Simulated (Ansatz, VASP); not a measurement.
WS2 in VASP and in Ansatz

Contents of INCAR:

```
SYSTEM = WS2
PREC = Accurate
ENCUT = 520
EDIFF = 1E-6
ISMEAR = 0
SIGMA = 0.05
LREAL = .FALSE.
LASPH = .TRUE.
NELM = 100
ALGO = Fast
ISIF = 2
LWAVE = .FALSE.
LCHARG = .FALSE.
GGA = PE
IVDW = 12
NBANDS = 35
```

File KPOINTS:

```
regular mesh
0
G
  12 12 4
  0 0 0
```

File POSCAR:

```
WS2
1.0
    3.1542063626      0.0000000000      0.0000000000
   -1.5771031813      2.7316228388      0.0000000000
    0.0000000000      0.0000000000     12.1399047294
W S
2 4
Direct
    0.3333333333      0.6666666667      0.2500000000
    0.6666666667      0.3333333333      0.7500000000
    0.2121837232      0.6060918616      0.6438593301
    0.5455170565      0.2727585283      0.1438593301
    0.2121837232      0.6060918616      0.9032845699
    0.5455170565      0.2727585283      0.4032845699
```

Input for Ansatz:

```yaml
crystal:
  lattice:
    - [3.1542063626, 0.0, 0.0]
    - [-1.5771031813, 2.7316228388, 0.0]
    - [0.0, 0.0, 12.1399047294]
  atoms:
    - { symbol: W, position: [0.3333333333, 0.6666666667, 0.25] }
    - { symbol: W, position: [0.6666666667, 0.3333333333, 0.75] }
    - { symbol: S, position: [0.2121837232, 0.6060918616, 0.6438593301] }
    - { symbol: S, position: [0.5455170565, 0.2727585283, 0.1438593301] }
    - { symbol: S, position: [0.2121837232, 0.6060918616, 0.9032845699] }
    - { symbol: S, position: [0.5455170565, 0.2727585283, 0.4032845699] }
basis:
  ecutwfc: 420
kpoints:
  mp_grid: { grid: [12, 12, 4] }
hamiltonian:
  xc: pbe
  dispersion: d3bj
scf:
  occupations: { method: gaussian, width: 0.05 }
output:
  forces: true
  stress: true
  eigenvalues: true
```

Change from the starting cell: all S atoms moved +0.438 Å, as atom 3 towards its neighbour atom 2 (W) at 2.407 Å.

Alike in both runs: task single point; functional PBE; dispersion D3(BJ); k mesh 12 × 12 × 4; occupations gaussian, width 0.05 eV; no spin polarisation.

```csv
,VASP,Ansatz
version,VASP 6.6.1,Ansatz 0.2.0
potentials or method,"VASP PAW PBE potentials, release 64 (W_sv, S), cutoff 520 eV","scalar-relativistic, plane waves, PAW"
valence electrons in the cell,52,52
```

|  | VASP | Ansatz | Ansatz less VASP |
| --- | --- | --- | --- |
| gap on the k mesh at the Fermi level (eV) | none | none | - |
| pressure (GPa) | 16.7 | 16.8 | +0.13 |
| traceless stress, the component that is largest in VASP (GPa) | -14.46 | -14.60 | -0.143 |
| rms of the force components (eV/Å) | 5.570 | 5.582 | +0.0123 |

Atom by atom the forces differ by 0.023 eV/Å (rms over components). A gap of «none» marks a metal or a gap that the smearing closes.

Neither program's run includes spin-orbit coupling.
